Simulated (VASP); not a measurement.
TaN: single point with revPBE

TaN:

```
Ta N
1.0
     5.19100    0.00000    0.00000
    -2.59550    4.49554    0.00000
     0.00000    0.00000    2.90800
Ta N
3 3
Direct
  0.66667 0.33333 0.50000
  0.33333 0.66667 0.50000
  0.00000 0.00000 0.00000
  0.00000 0.50000 0.00000
  0.50000 0.50000 0.00000
  0.50000 0.00000 0.00000
```

| Property | Result |
| --- | --- |
| Program | VASP 6.6.1 |
| Task | single point |
| Functional | revPBE |
| Potentials or basis | VASP PAW PBE potentials, release 64 (Ta_sv_GW, N) |
| Cutoff | 700 eV |
| k mesh | 6 × 6 × 9 |
| Occupations | fermi-dirac, width 0.05 eV |
| Spin | no spin polarisation |

| Quantity | Value |
| --- | --- |
| Pressure | 12.9 GPa |
| Band gap on the k mesh | zero (bands 27 and 28 overlap by 2.05 eV) |

Stress tensor (GPa, compression positive):
```
11.92  0.00  0.00
 0.00 11.92  0.00
 0.00  0.00 15.01
```

Levels at points of the mesh, in eV from the Fermi level:
```csv
k point,band 23,band 24,band 25,band 26,band 27,band 28,band 29,band 30,band 31,band 32
"(0.00, 0.00, 0.00)",-2.89,-2.89,-2.38,-1.91,-1.08,-1.08,0.99,0.99,1.41,2.32
"(0.50, 0.00, 0.00)",-4.49,-3.27,-2.79,-1.56,-0.53,1.51,2.01,2.02,2.42,2.58
```

Run time: 2.6 min on 1 thread of Intel(R) Xeon(R) Platinum 8375C CPU @ 2.90GHz (Ice Lake), on a shared host, peak memory 0.31 GiB.

Caveat: the cell stands under pressure; the PAW data sets were made with another functional, which shifts forces and pressure a little; spin-orbit coupling is left out, which moves the levels of the heavy elements.
